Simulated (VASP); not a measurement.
# NbCl (P4/mmm) in VASP: a series of runs

Runs on NbCl. Level: PBE. Tasks: single point, relaxation of cell and atoms.

Program: VASP 6.6.1. These are calculated values, not measurements. Logs are shortened: lines on timing, memory, paths and dates and some standing lists are left out, and cuts for length are marked.

**1. The cell of the first run**

The structure is tetragonal, space group P4/mmm (No. 123). The conventional cell has a = 2.973 Å, b = 2.973 Å, c = 3.712 Å, α = 90.00°, β = 90.00°, γ = 90.00°. Nb (site symmetry 4/mmm) has 8 Cl at 2.80 Å and 6 Nb at 2.97 to 3.71 Å within 3.8 Å. Within 3.8 Å of Cl (site symmetry 4/mmm) lie 8 Nb at 2.80 Å and 6 Cl at 2.97 to 3.71 Å.

**2. Single point, PBE**

Contents of INCAR:

```
PREC = Accurate ; ENCUT = 520
EDIFF = 1E-7 ; ISMEAR = 0
SIGMA = 0.1 ; LREAL = F
LASPH = T ; NELM = 60
ALGO = Normal ; ISIF = 2
LWAVE = F ; LCHARG = T
GGA = PE ; LELF = T
LVHAR = T ; NBANDS = 17
```

Contents of KPOINTS:

```
Automatic mesh
0
Gamma
  18 18 14
```

Contents of POSCAR:

```
NbCl
1.0
    2.9733906091      0.0000000000      0.0000000000
    0.0000000000      2.9733906091      0.0000000000
    0.0000000000      0.0000000000      3.7119669103
Nb Cl
1 1
Direct
    0.5000000000      0.5000000000      0.5000000000
    0.0000000000      0.0000000000      0.0000000000
```

Potentials or basis: VASP PAW PBE potentials, release 64 (Nb_sv, Cl).

The run is started by

```
> cat potpaw_PBE.64/Nb_sv/POTCAR potpaw_PBE.64/Cl/POTCAR > POTCAR
> mpirun -np 1 vasp_std > vasp.out
```

OUTCAR:

```text
PREC = Accurate
   ENCUT = 520
   EDIFF = 1E-7
   ISMEAR = 0
   LREAL = F
   LASPH = T
   NELM = 60
   ISIF = 2
   GGA = PE

 ion  position               nearest neighbor table
   1  0.500  0.500  0.500-   2 2.80   2 2.80   2 2.80   2 2.80   2 2.80   2 2.80   2 2.80   2 2.80

   2  0.000  0.000  0.000-   1 2.80   1 2.80   1 2.80   1 2.80   1 2.80   1 2.80   1 2.80   1 2.80

  LATTYP: Found a simple tetragonal cell.
 ALAT       =     2.9733906091
 C/A-ratio  =     1.2483953164

  Lattice vectors:

 A1 = (   2.9733906091,   0.0000000000,   0.0000000000)
 A2 = (   0.0000000000,   2.9733906091,   0.0000000000)
 A3 = (   0.0000000000,   0.0000000000,   3.7119669103)

Analysis of symmetry for initial positions (statically):
=====================================================================
 Subroutine PRICEL returns:
 Original cell was already a primitive cell.

 Routine SETGRP: Setting up the symmetry group for a
 simple tetragonal supercell.

 Subroutine GETGRP returns: Found 16 space group operations
 (whereof 16 operations were pure point group operations)
 out of a pool of 16 trial point group operations.

The static configuration has the point symmetry D_4h.

Analysis of symmetry for dynamics (positions and initial velocities):
=====================================================================
 Subroutine PRICEL returns:
 Original cell was already a primitive cell.

 Routine SETGRP: Setting up the symmetry group for a
 simple tetragonal supercell.

 Subroutine GETGRP returns: Found 16 space group operations
 (whereof 16 operations were pure point group operations)
 out of a pool of 16 trial point group operations.

The dynamic configuration has the point symmetry D_4h.

 Subroutine INISYM returns: Found 16 space group operations
 (whereof 16 operations are pure point group operations),
 and found     1 'primitive' translations

----------------------------------------------------------------------------------------

                                     Primitive cell

  volume of cell :      32.8177

  direct lattice vectors                    reciprocal lattice vectors
     2.973390609  0.000000000  0.000000000     0.336316391  0.000000000  0.000000000
     0.000000000  2.973390609  0.000000000     0.000000000  0.336316391  0.000000000
     0.000000000  0.000000000  3.711966910     0.000000000  0.000000000  0.269398953

  length of vectors
     2.973390609  2.973390609  3.711966910     0.336316391  0.336316391  0.269398953

  position of ions in fractional coordinates (direct lattice)
[... 80 lines left out ...]
   LREAL  =      F    real-space projection
   EDIFFG = 0.1E-05   stopping-criterion for IOM
   NSW    =      0    number of steps for IOM
   IBRION =     -1    ionic relax: 0-MD 1-quasi-New 2-CG
   NFREE  =      0    steps in history (QN), initial steepest desc. (CG)
   ISIF   =      2    stress and relaxation
   ISYM   =      2    0-nonsym 1-usesym 2-fastsym
   POTIM  = 0.5000    time-step for ionic-motion
   TEBEG  =    0.0;   TEEND  =   0.0 temperature during run
   PSTRESS=    0.0 pullay stress
   NELECT =      20.0000    total number of electrons
   NUPDOWN=      -1.0000    fix difference up-down
   EMIN   =  10.00;   EMAX   =-10.00  energy-range for DOS
   EFERMI =   0.00;   METHOD = LEGACY
   ISMEAR =     0;   SIGMA  =   0.10  broadening in eV -4-tet -1-fermi 0-gaus
   EFERMI_NEDOS =   21; number of points for ismear=-14 and -15
   IALGO  =     38    algorithm
   IMIX   =      4    mixing-type and parameters
     AMIX     =   0.40;   BMIX     =  1.00
     AMIX_MAG =   1.60;   BMIX_MAG =  1.00
  volume/ion in A,a.u.               =      16.41       110.73
  Fermi-wavevector in a.u.,A,eV,Ry     =   1.387977  2.622896 26.211340  1.926479
  Thomas-Fermi vector in A             =   2.512147
   LORBIT       =      0    0 simple, 1 ext, 2 COOP (PROOUT), +10 PAW based schemes
   GGA     = PE    functional components
   LHFCALC =     F    Hartree Fock is set to
   AEXX    =    0.0000 exact exchange contribution
   IVDW    =     0    specifies the selected vdW correction
   LEPSILON=     F    determine dielectric tensor
   LRPA    =     F    only Hartree local field effects (RPA)
 non-spin polarized calculation
 Gauss-broadening in eV      SIGMA  =   0.10
  energy-cutoff  :      520.00
  volume of cell :       32.82
 maximum number of plane-waves:       910
 NGX is ok and might be reduce to    24
   NGX = 11   NGY = 11   NGZ = 13

 number of electron      20.0000001 magnetization

 Free energy of the ion-electron system (eV)
  ---------------------------------------------------
  ext. energy  EPLUGINS =         0.00000000
  ---------------------------------------------------
  free energy    TOTEN  =       -11.16014780 eV

  energy without entropy =      -11.14978392  energy(sigma->0) =      -11.15496586

 E-fermi :  11.6083     XC(G=0): -11.9651

 val. band max:       11.6067954230   @ k =   0.3333   0.2222   0.2857
 cond. band min:      11.6115361175   @ k =   0.5000   0.5000   0.3571
 fundamental gap:      0.0047406945
 Fermi energy:        11.6082800212

 k-point     1 :       0.0000    0.0000    0.0000
  band No.  band energies     occupation
      1     -43.9683      2.00000
      2     -20.1819      2.00000
      3     -19.6750      2.00000
      4     -19.6750      2.00000
      5      -7.9792      2.00000
      6       4.7054      2.00000
[... 457 lines left out ...]
      4     -19.7080      2.00000
      5      -7.0328      2.00000
      6       2.8772      2.00000
[... 9 lines left out ...]
     16      18.6889      0.00000
     17      20.4862      0.00000

 [... further k-points ...]

------------------------ aborting loop because EDIFF is reached ----------------------------------------

  FORCE on cell =-STRESS in cart. coord.  units (eV):
  Direction    XX          YY          ZZ          XY          YZ          ZX
  --------------------------------------------------------------------------------------
  -------------------------------------------------------------------------------------
  Total       -0.0199721     -0.0199721      0.0469239      0.0000000      0.0000000      0.0000000
  in kB       -0.9750467     -0.9750467      2.2908485      0.0000000      0.0000000      0.0000000
  external PRESSURE =       0.1135850 kB  Pullay stress =       0.0000000 kB

 VOLUME and BASIS-vectors are now :
 -----------------------------------------------------------------------------
  energy-cutoff  :      520.00
  volume of cell :       32.82
      direct lattice vectors                 reciprocal lattice vectors
     2.973390609  0.000000000  0.000000000     0.336316391  0.000000000  0.000000000
     0.000000000  2.973390609  0.000000000     0.000000000  0.336316391  0.000000000
     0.000000000  0.000000000  3.711966910     0.000000000  0.000000000  0.269398953

 POSITION                                       TOTAL-FORCE (eV/Angst)
 -----------------------------------------------------------------------------------
      1.48670      1.48670      1.85598         0.000000      0.000000      0.000000
      0.00000      0.00000      0.00000         0.000000      0.000000      0.000000
 -----------------------------------------------------------------------------------
    total drift:                                0.000000      0.000000     -0.000000

  FREE ENERGIE OF THE ION-ELECTRON SYSTEM (eV)
  ---------------------------------------------------
  free  energy   TOTEN  =       -11.1601478029 eV

  energy  without entropy=      -11.1497839249  energy(sigma->0) =      -11.15496586
```

OSZICAR:

```text
N       E                     dE             d eps       ncg     rms          rms(c)
DAV:   1     0.174469986586E+03    0.17447E+03   -0.10872E+04 14984   0.116E+03
DAV:   2    -0.139719596414E+00   -0.17461E+03   -0.16925E+03 18586   0.389E+02
DAV:   3    -0.111839261891E+02   -0.11044E+02   -0.10825E+02 27848   0.767E+01
DAV:   4    -0.114208149582E+02   -0.23689E+00   -0.23604E+00 18137   0.979E+00
DAV:   5    -0.114291762494E+02   -0.83613E-02   -0.83563E-02 23387   0.185E+00    0.132E+01
DAV:   6    -0.111821402884E+02    0.24704E+00   -0.61297E-01 19549   0.617E+00    0.702E+00
DAV:   7    -0.111599617116E+02    0.22179E-01   -0.15323E-01 22398   0.258E+00    0.174E+00
DAV:   8    -0.111603016345E+02   -0.33992E-03   -0.57735E-03 20047   0.657E-01    0.449E-01
DAV:   9    -0.111601475456E+02    0.15409E-03   -0.14783E-03 20366   0.311E-01    0.920E-02
DAV:  10    -0.111601437353E+02    0.38103E-05   -0.70963E-05 18825   0.766E-02    0.214E-02
DAV:  11    -0.111601481518E+02   -0.44165E-05   -0.11363E-05 20897   0.354E-02    0.564E-03
DAV:  12    -0.111601478786E+02    0.27315E-06   -0.20439E-07 15748   0.359E-03    0.231E-03
DAV:  13    -0.111601478029E+02    0.75689E-07   -0.46590E-08  9023   0.246E-03
   1 F= -.11160148E+02 E0= -.11154966E+02  d E =-.103639E-01
```

stdout:

```text
POSCAR found type information on POSCAR NbCl
 POSCAR found :  2 types and       2 ions
 scaLAPACK will be used
 LDA part: xc-table for (Slater+PW92), standard interpolation
 POSCAR, INCAR and KPOINTS ok, starting setup
 FFT: planning ... GRIDC
 FFT: planning ... GRID_SOFT
 FFT: planning ... GRID
 WAVECAR not read
 entering main loop
```

Wall time 1.7 min (1 thread of Intel Xeon Platinum 8488C (Sapphire Rapids), shared host); peak memory 0.33 GiB.

What came out:

| Property | Result |
| --- | --- |
| Free energy | -11.1601 eV |
| Pressure | 0.0 GPa |
| Band gap on the k mesh | zero (bands 10 and 11 overlap by 3.80 eV) |

(Part 1 of 2 ends here.)

The gap in the log of VASP goes by the Fermi energy; the results here count the filled bands.